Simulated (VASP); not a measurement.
# Be (P6_3/mmc) in VASP: a series of runs

Runs on Be. Level: PBEsol. Tasks: single point, relaxation of cell and atoms.

Everything below comes from runs of VASP 6.6.1. Logs are shortened: lines on timing, memory, paths and dates and some standing lists are left out, and cuts for length are marked.

### 1 The cell of the first run

The structure is hexagonal, space group P6_3/mmc (No. 194). The conventional cell has a = 3.601 Å, b = 3.601 Å, c = 3.658 Å, α = 90.00°, β = 90.00°, γ = 120.00°. Be (site symmetry -6m2) has 5 Be at 1.83 to 2.08 Å within 2.4 Å. Within 2.8 Å of Be (site symmetry -6m2) lie 15 Be at 2.08 to 2.77 Å.

### 2 Single point, PBEsol

The input, INCAR:

```
SYSTEM = Be
PREC = Accurate
ENCUT = 600
EDIFF = 1E-6
ISMEAR = 0
SIGMA = 0.1
LREAL = .False.
LASPH = .True.
NELM = 120
ALGO = Normal
ISIF = 2
LWAVE = .False.
LCHARG = .False.
GGA = PS
NBANDS = 12
GGA_COMPAT = .False.
```

The input, KPOINTS:

```
regular mesh
0
Gamma
  6 6 6
  0 0 0
```

The input, POSCAR:

```
Be
1.0
    3.6013724872      0.0000000000      0.0000000000
   -1.8006862436      3.1188800624      0.0000000000
    0.0000000000      0.0000000000      3.6576000215
Be
4
Direct
    0.0000000000      0.0000000000      0.2500000000
    0.0000000000      0.0000000000      0.7500000000
    0.3333333333      0.6666666667      0.7500000000
    0.6666666667      0.3333333333      0.2500000000
```

Potentials or basis: VASP PAW PBE potentials, release 64 (Be).

Command:

```
cat potpaw_PBE.64/Be/POTCAR > POTCAR
mpirun -np 1 vasp_std > vasp.out
```

OUTCAR:

```text
SYSTEM = Be
   PREC = Accurate
   ENCUT = 600
   EDIFF = 1E-6
   ISMEAR = 0
   LREAL = .False.
   LASPH = .True.
   NELM = 120
   ISIF = 2
   GGA = PS

 ion  position               nearest neighbor table
   1  0.000  0.000  0.250-   2 1.83   2 1.83   4 2.08   4 2.08   4 2.08
   2  0.000  0.000  0.750-   1 1.83   1 1.83   3 2.08   3 2.08   3 2.08
   3  0.333  0.667  0.750-   2 2.08   2 2.08   2 2.08
   4  0.667  0.333  0.250-   1 2.08   1 2.08   1 2.08

  LATTYP: Found a hexagonal cell.
 ALAT       =     3.6013724872
 C/A-ratio  =     1.0156128072

  Lattice vectors:

 A1 = (   3.6013724872,   0.0000000000,   0.0000000000)
 A2 = (  -1.8006862436,   3.1188800624,   0.0000000000)
 A3 = (   0.0000000000,   0.0000000000,   3.6576000215)

Analysis of symmetry for initial positions (statically):
=====================================================================
 Subroutine PRICEL returns:
 Original cell was already a primitive cell.

 Routine SETGRP: Setting up the symmetry group for a
 hexagonal supercell.

 Subroutine GETGRP returns: Found 24 space group operations
 (whereof 12 operations were pure point group operations)
 out of a pool of 24 trial point group operations.

The static configuration has the point symmetry D_3d.
 The point group associated with its full space group is D_6h.

Analysis of symmetry for dynamics (positions and initial velocities):
=====================================================================
 Subroutine PRICEL returns:
 Original cell was already a primitive cell.

 Routine SETGRP: Setting up the symmetry group for a
 hexagonal supercell.

 Subroutine GETGRP returns: Found 24 space group operations
 (whereof 12 operations were pure point group operations)
 out of a pool of 24 trial point group operations.

The dynamic configuration has the point symmetry D_3d.
 The point group associated with its full space group is D_6h.

 Subroutine INISYM returns: Found 24 space group operations
 (whereof 12 operations are pure point group operations),
 and found     1 'primitive' translations

----------------------------------------------------------------------------------------

                                     Primitive cell

  volume of cell :      41.0831

  direct lattice vectors                    reciprocal lattice vectors
     3.601372487  0.000000000  0.000000000     0.277671916  0.160313956  0.000000000
    -1.800686244  3.118880062  0.000000000     0.000000000  0.320627911  0.000000000
     0.000000000  0.000000000  3.657600021     0.000000000  0.000000000  0.273403323

[... 88 lines left out ...]
   LREAL  =      F    real-space projection
[... 7 lines left out ...]
   TEBEG  =    0.0;   TEEND  =   0.0 temperature during run
   PSTRESS=    0.0 pullay stress
   NELECT =       8.0000    total number of electrons
   NUPDOWN=      -1.0000    fix difference up-down
   EMIN   =  10.00;   EMAX   =-10.00  energy-range for DOS
   EFERMI =   0.00;   METHOD = LEGACY
   ISMEAR =     0;   SIGMA  =   0.10  broadening in eV -4-tet -1-fermi 0-gaus
   EFERMI_NEDOS =   21; number of points for ismear=-14 and -15
   IALGO  =     38    algorithm
   IMIX   =      4    mixing-type and parameters
     AMIX     =   0.40;   BMIX     =  1.00
     AMIX_MAG =   1.60;   BMIX_MAG =  1.00
  volume/ion in A,a.u.               =      10.27        69.31
  Fermi-wavevector in a.u.,A,eV,Ry     =   0.948893  1.793148 12.250654  0.900398
  Thomas-Fermi vector in A             =   2.077124
   LORBIT       =      0    0 simple, 1 ext, 2 COOP (PROOUT), +10 PAW based schemes
   GGA     = PS    functional components
   LHFCALC =     F    Hartree Fock is set to
   AEXX    =    0.0000 exact exchange contribution
   IVDW    =     0    specifies the selected vdW correction
   LEPSILON=     F    determine dielectric tensor
   LRPA    =     F    only Hartree local field effects (RPA)
 non-spin polarized calculation
 Gauss-broadening in eV      SIGMA  =   0.10
  energy-cutoff  :      600.00
  volume of cell :       41.08
 maximum number of plane-waves:      1386
 NGX is ok and might be reduce to    30
   NGX = 15   NGY = 15   NGZ = 15

 number of electron       8.0000000 magnetization

 Free energy of the ion-electron system (eV)
  ---------------------------------------------------
  ext. energy  EPLUGINS =         0.00000000
  ---------------------------------------------------
  free energy    TOTEN  =       -12.59204127 eV

  energy without entropy =      -12.58508986  energy(sigma->0) =      -12.58856556

 E-fermi :   3.8332     XC(G=0):  -9.6858

 val. band max:        3.8074537983   @ k =   0.1667   0.1667   0.5000
 cond. band min:       3.9143282189   @ k =   0.1667   0.0000   0.1667
 fundamental gap:      0.1068744205
 Fermi energy:         3.8332264433

 k-point     1 :       0.0000    0.0000    0.0000
  band No.  band energies     occupation
      1      -4.8998      2.00000
      2       1.6606      2.00000
      3       4.7733      0.00000
      4       4.7733      0.00000
      5       6.7723      0.00000
      6       6.7723      0.00000
      7       6.8728      0.00000
      8      11.6376      0.00000
      9      11.7391      0.00000
     10      12.7530      0.00000
     11      14.1579      0.00000
     12      14.1579      0.00000
[... 331 lines left out ...]
 k-point    24 :       0.3333    0.0000    0.5000
  band No.  band energies     occupation
      1      -1.4435      2.00000
      2      -1.4435      2.00000
      3       2.6010      2.00000
      4       2.6010      2.00000
      5       5.0796      0.00000
      6       5.0796      0.00000
      7       8.8570      0.00000
      8       8.8570      0.00000
      9      13.8793      0.00000
     10      13.8793      0.00000
     11      15.6227      0.00000
     12      15.6227      0.00000

 [... further k-points ...]
[... 5 lines left out ...]
  --------------------------------------------------------------------------------------
  -------------------------------------------------------------------------------------
  Total        0.0938242      0.0938242      0.1551239     -0.0000000     -0.0000000      0.0000000
  in kB        3.6590008      3.6590008      6.0495941     -0.0000000     -0.0000000      0.0000000
  external PRESSURE =       4.4558652 kB  Pullay stress =       0.0000000 kB

 VOLUME and BASIS-vectors are now :
 -----------------------------------------------------------------------------
  energy-cutoff  :      600.00
  volume of cell :       41.08
      direct lattice vectors                 reciprocal lattice vectors
     3.601372487  0.000000000  0.000000000     0.277671916  0.160313956  0.000000000
    -1.800686244  3.118880062  0.000000000     0.000000000  0.320627911  0.000000000
     0.000000000  0.000000000  3.657600021     0.000000000  0.000000000  0.273403323

 POSITION                                       TOTAL-FORCE (eV/Angst)
 -----------------------------------------------------------------------------------
      0.00000      0.00000      0.91440        -0.000000     -0.000000     -0.000000
      0.00000      0.00000      2.74320        -0.000000     -0.000000     -0.000000
     -0.00000      2.07925      2.74320        -0.000000      0.000000      0.000000
      1.80069      1.03963      0.91440         0.000000     -0.000000     -0.000000
 -----------------------------------------------------------------------------------
    total drift:                                0.000000     -0.000000     -0.000000

  FREE ENERGIE OF THE ION-ELECTRON SYSTEM (eV)
  ---------------------------------------------------
  free  energy   TOTEN  =       -12.5920412685 eV

  energy  without entropy=      -12.5850898561  energy(sigma->0) =      -12.58856556
```

stdout:

```text
POSCAR found type information on POSCAR Be
 POSCAR found :  1 types and       4 ions
 scaLAPACK will be used
 -----------------------------------------------------------------------------
|                                                                             |
|                                                                             |
|     You enforced a specific xc type in the INCAR file but a different       |
|     I HOPE YOU KNOW WHAT YOU ARE DOING!                                     |
|                                                                             |
 -----------------------------------------------------------------------------

 LDA part: xc-table for (Slater+PW92), standard interpolation
 POSCAR, INCAR and KPOINTS ok, starting setup
 FFT: planning ... GRIDC
 FFT: planning ... GRID_SOFT
 FFT: planning ... GRID
 WAVECAR not read
 entering main loop
```

It took 18 s on 1 thread of Intel Xeon 8259CL, shared host; peak memory 0.16 GiB.

What came out:

```
Free energy            : -12.5920 eV
Pressure               : 0.4 GPa
Band gap on the k mesh : zero (bands 4 and 5 overlap by 4.77 eV)
```

Stress tensor (GPa, compression positive):
```
0.37 0.00 0.00
0.00 0.37 0.00
0.00 0.00 0.60
```

Caveat: the PAW data sets were made with another functional, which shifts forces and pressure a little.

### 3 Single point, PBEsol

This run uses another cell than the first one, of 8.56 Å³/atom.

The input, INCAR:

```
PREC     = Accurate       # precision mode
ENCUT    = 600            # plane-wave cutoff, eV
EDIFF    = 1E-6           # SCF threshold, eV
ISMEAR   = 0              # smearing method
SIGMA    = 0.1            # smearing width, eV
LREAL    = False          # projectors in reciprocal space
LASPH    = True           # aspherical terms in the spheres
NELM     = 120            # most SCF steps
ALGO     = Normal         # electronic algorithm
ISIF     = 2              # what is computed and relaxed
LWAVE    = False          # write WAVECAR
LCHARG   = True           # write CHGCAR
GGA      = PS             # functional
LELF     = True           # ELF
LVHAR    = True         
NBANDS   = 12             # bands
GGA_COMPAT= False
```

The input, KPOINTS:

```
regular mesh
0
Gamma
  9 9 4
```

The input, POSCAR:

```
Be
1.0
    2.4391571322      0.0000000000      0.0000000000
   -1.2195785661      2.1123720403      0.0000000000
    0.0000000000      0.0000000000      6.6432328396
Be
4
Direct
    0.0000000000      0.0000000000      0.2500000000
    0.0000000000      0.0000000000      0.7500000000
    0.3333333333      0.6666666667      0.7500000000
    0.6666666667      0.3333333333      0.2500000000
```

Potentials or basis: VASP PAW PBE potentials, release 64 (Be).

Command:

```
cat potpaw_PBE.64/Be/POTCAR > POTCAR
mpirun -np 1 vasp_std > vasp.out
```

Run time: 20 s. Hardware: 1 thread of Intel Xeon 8259CL, shared host; peak memory 0.15 GiB.

It converged, with:

```
Free energy            : 7.3467 eV
Pressure               : 132.4 GPa
Band gap on the k mesh : zero (bands 4 and 5 overlap by 0.93 eV)
```

Stress tensor (GPa, compression positive):
```
202.00   0.00   0.00
  0.00 202.00   0.00
  0.00   0.00  -6.70
```

Levels at points of the mesh, in eV from the Fermi level:
```
           k point  band 2  band 3  band 4  band 5  band 6  band 7
(0.00, 0.00, 0.00)   -7.70   -6.19   -2.27    6.56    6.58    6.58
(0.00, 0.00, 0.50)   -8.82   -4.15   -4.15    6.62    6.62    6.62
```

Caveat: the cell stands under pressure; the PAW data sets were made with another functional, which shifts forces and pressure a little.

### 4 Single point, PBEsol

The input, INCAR:

```
PREC     = Accurate       # precision mode
ENCUT    = 600            # plane-wave cutoff, eV
EDIFF    = 1E-6           # SCF threshold, eV
ISMEAR   = 0              # smearing method
SIGMA    = 0.1            # smearing width, eV
LREAL    = F              # projectors in reciprocal space
LASPH    = T              # aspherical terms in the spheres
NELM     = 120            # most SCF steps
ALGO     = Normal         # electronic algorithm
ISIF     = 2              # what is computed and relaxed
LWAVE    = F              # write WAVECAR
LCHARG   = T              # write CHGCAR
GGA      = PS             # functional
LELF     = T              # ELF
LVHAR    = T            
NBANDS   = 12             # bands
GGA_COMPAT= F
```

The input, KPOINTS:

```
Automatic mesh
0
Gamma
  9 9 4
```

The input, POSCAR:

```
Be
1.0
    3.6085264683      0.0000000000      0.0000000000
   -1.8042632342      3.1250755918      0.0000000000
    0.0000000000      0.0000000000      3.6396305796
Be
4
Direct
    0.0000000000      0.0000000000      0.2500000000
    0.0000000000      0.0000000000      0.7500000000
    0.3333333333      0.6666666667      0.7500000000
    0.6666666667      0.3333333333      0.2500000000
```

Command:

```
cat potpaw_PBE.64/Be/POTCAR > POTCAR
mpirun -np 1 vasp_std > vasp.out
```

Wall time 29 s (1 thread of Intel Xeon 8259CL, shared host); peak memory 0.16 GiB.

It converged, with:

```yaml
Free_energy: -12.5532 eV
Pressure: 0.3 GPa
Band_gap_on_the_k_mesh: zero (bands 4 and 5 overlap by 4.76 eV)
```

Levels at points of the mesh, in eV from the Fermi level:
| k point | band 1 | band 2 | band 3 | band 4 | band 5 | band 6 | band 7 | band 8 |
| --- | --- | --- | --- | --- | --- | --- | --- | --- |
| (0.00, 0.00, 0.00) | -8.97 | -2.35 | 0.67 | 0.67 | 2.66 | 2.66 | 2.92 | 7.55 |
| (0.00, 0.00, 0.50) | -6.82 | -6.82 | 2.74 | 2.74 | 2.74 | 2.74 | 6.76 | 6.76 |

Caveat: the k points lie up to 0.43 Å⁻¹ apart, too coarse for converged energies and pressures of a metal; the PAW data sets were made with another functional, which shifts forces and pressure a little.

### 5 Relaxation of cell and atoms, PBEsol

The input, INCAR:

```
SYSTEM = Be
ALGO = Normal
EDIFF = 1E-7
EDIFFG = -0.04
ENCUT = 600
GGA = PS
GGA_COMPAT = .False.
IBRION = 2
ISIF = 3
ISMEAR = 0
LASPH = .True.
LCHARG = .False.
LREAL = .False.
LWAVE = .False.
NELM = 120
NELMIN = 4
NSW = 90
PREC = Accurate
SIGMA = 0.1
```

The input, KPOINTS:

```
k-points
0
Gamma
  6 6 6
  0 0 0
```

POSCAR is that of step 4.

Command:

```
cat potpaw_PBE.64/Be/POTCAR > POTCAR
mpirun -np 1 vasp_std > vasp.out
```

Wall time 33 s (1 thread of Intel Xeon 8259CL, shared host); peak memory 0.16 GiB.

Results (log left out):

| Quantity | Value |
| --- | --- |
| Free energy | -12.5922 eV |
| Relaxed volume | 10.31 Å³/atom |
| Relaxed cell | a = 3.604 Å, b = 3.604 Å, c = 3.668 Å, α = 90.00°, β = 90.00°, γ = 120.00° |
| Space group after relaxing (to 0.1 Å) | P6_3/mmc (No. 194) |
| Energy gained by relaxing | 0.6 meV/atom |
| Ionic steps | 2 |
| Pressure after relaxing | 0.1 GPa |
| Band gap on the k mesh | zero (bands 4 and 5 overlap by 4.77 eV) |

Stress tensor (GPa, compression positive):
```
 0.34  0.00  0.00
 0.00  0.34  0.00
 0.00  0.00 -0.39
```

The path:
| step | energy change (eV) | largest force (eV/Å) | pressure (GPa) | volume (Å³) |
| --- | --- | --- | --- | --- |
| 1 | 0.0000 | 0.0000 | 0.56 | 41.04 |
| 2 | -0.0022 | 0.0000 | 0.10 | 41.26 |

Final structure:
```xyz
4
Lattice="3.6036 0.0000 0.0000 -1.8018 3.1208 0.0000 0.0000 0.0000 3.6684" Properties=species:S:1:pos:R:3 pbc="T T T"
Be    1.8018    3.1208    0.9171
Be   -1.8018    3.1208    2.7513
Be    0.0000    2.0806    2.7513
Be    1.8018    1.0403    0.9171
```

Levels at points of the mesh, in eV from the Fermi level:
| k point | band 2 | band 3 | band 4 | band 5 | band 6 | band 7 |
| --- | --- | --- | --- | --- | --- | --- |
| (0.00, 0.00, 0.00) | -2.18 | 0.95 | 0.95 | 2.94 | 2.94 | 2.98 |
| (0.50, 0.00, 0.00) | -5.70 | -1.67 | -0.04 | 3.24 | 3.38 | 4.66 |
| (0.00, 0.00, 0.50) | -6.60 | 2.98 | 2.98 | 2.98 | 2.98 | 7.02 |
| (0.50, 0.00, 0.50) | -4.01 | -3.10 | -3.10 | 0.89 | 0.89 | 4.80 |

Caveat: the PAW data sets were made with another functional, which shifts forces and pressure a little.

### 6 Relaxation of cell and atoms, PBEsol

This run uses another cell than the first one, of 8.56 Å³/atom.

The input, INCAR:

```
SYSTEM = Be
  PREC = Accurate
  ENCUT = 600
  EDIFF = 1E-7
  ISMEAR = 0
  SIGMA = 0.1
  LREAL = .False.
  LASPH = .True.
  NELM = 120
  ALGO = Normal
  ISIF = 3
  LWAVE = .False.
  LCHARG = .False.
  GGA = PS
  IBRION = 2
  NSW = 90
  EDIFFG = -0.04
  GGA_COMPAT = .False.
  NELMIN = 4
```

The input, KPOINTS:

```
Automatic mesh
0
Gamma
  9 9 4
  0 0 0
```

The input, POSCAR:

```
Be
1.0
    2.4391571322      0.0000000000      0.0000000000
   -1.2195785661      2.1123720403      0.0000000000
    0.0000000000      0.0000000000      6.6432328396
Be
4
Direct
    0.0000000000      0.0000000000      0.2500000000
    0.0000000000      0.0000000000      0.7500000000
    0.3333333333      0.6666666667      0.7500000000
    0.6666666667      0.3333333333      0.2500000000
```

Potentials or basis: VASP PAW PBE potentials, release 64 (Be).

Command:

```
cat potpaw_PBE.64/Be/POTCAR > POTCAR
mpirun -np 1 vasp_std > vasp.out
```

Run time: 3.2 min. Hardware: 1 thread of Intel Xeon 8259CL, shared host; peak memory 0.15 GiB.

It converged, with:

* Free energy: -12.5501 eV
* Relaxed volume: 10.31 Å³/atom
* Relaxed cell: a = 3.614 Å, b = 3.614 Å, c = 3.646 Å, α = 90.00°, β = 90.00°, γ = 120.00°
* Space group after relaxing (to 0.1 Å): P6_3/mmc (No. 194)
* Energy gained by relaxing: 4974.2 meV/atom
* Ionic steps: 14
* Pressure after relaxing: -0.1 GPa
* Band gap on the k mesh: zero (bands 4 and 5 overlap by 4.75 eV)

Step by step:
```tsv
step	energy change (eV)	largest force (eV/Å)	pressure (GPa)	volume (Å³)
1	0.0000	0.0000	132.43	34.23
2	-15.5505	0.0000	-3.83	77.76
3	-15.5422	0.0000	-2.50	75.28
4	-15.5513	0.0000	-3.30	76.73
5	-15.8519	0.0000	-4.05	72.62
6	-16.9707	0.0000	-6.96	62.50
7	-19.5500	0.0000	0.82	41.58
8	-19.1368	0.0000	-10.77	50.90
9	-19.7913	0.0000	-6.94	45.69
10	-19.8095	0.0000	-5.84	44.90
11	-19.7580	0.0000	10.10	37.12
12	-19.8794	0.0000	-0.18	41.37
13	-19.8570	0.0000	0.31	41.01
14	-19.8968	0.0000	-0.09	41.23
```

Final structure:
```
CELL_PARAMETERS angstrom
3.61396 0.00000 0.00000
-1.80698 3.12978 0.00000
0.00000 0.00000 3.64551
ATOMIC_POSITIONS crystal
Be 0.00000 0.00000 0.25000
Be 0.00000 0.00000 0.75000
Be 0.33333 0.66667 0.75000
Be 0.66667 0.33333 0.25000
```

Levels at points of the mesh, in eV from the Fermi level:
```csv
k point,band 1,band 2,band 3,band 4,band 5,band 6,band 7,band 8
"(0.00, 0.00, 0.00)",-8.96,-2.35,0.67,0.67,2.65,2.65,2.89,7.52
"(0.00, 0.00, 0.50)",-6.81,-6.81,2.73,2.73,2.73,2.73,6.74,6.74
```

Caveat: the volume moved by over 15 % at a fixed basis, so the end points are rough; the PAW data sets were made with another functional, which shifts forces and pressure a little.

### 7 Overview

```csv
task,cell,k mesh,gap on the mesh (eV),pressure (GPa),relaxed volume (Å³/atom)
single point,"a = 3.601, b = 3.601, c = 3.658 Å, angles 90.0, 90.0, 120.0°, 4 atoms",6 × 6 × 6,none,0.4,-
single point,"a = 2.439, b = 2.439, c = 6.643 Å, angles 90.0, 90.0, 120.0°, 4 atoms",9 × 9 × 4,none,132.4,-
single point,"a = 3.609, b = 3.609, c = 3.640 Å, angles 90.0, 90.0, 120.0°, 4 atoms",9 × 9 × 4,none,0.3,-
relaxation of cell and atoms,"relaxed from a = 3.609, b = 3.609, c = 3.640 Å, angles 90.0, 90.0, 120.0°, 4 atoms",6 × 6 × 6,none,0.1,10.31
relaxation of cell and atoms,"relaxed from a = 2.439, b = 2.439, c = 6.643 Å, angles 90.0, 90.0, 120.0°, 4 atoms",9 × 9 × 4,none,-0.1,10.31
```

Alike in all rows: level PBEsol; potentials or basis VASP PAW PBE potentials, release 64 (Be); no spin polarisation; cutoff (eV) 600; smearing gaussian 0.1 eV.

Caveats: some runs use coarse meshes; the PAW data sets were made with another functional, which shifts forces and pressure a little; the cell stands under pressure (at least some runs); the volume moved by over 15 % at a fixed basis, so the end points are rough (at least some runs).

Total energies depend on the potentials used, so only differences within one code and one set of settings carry meaning.
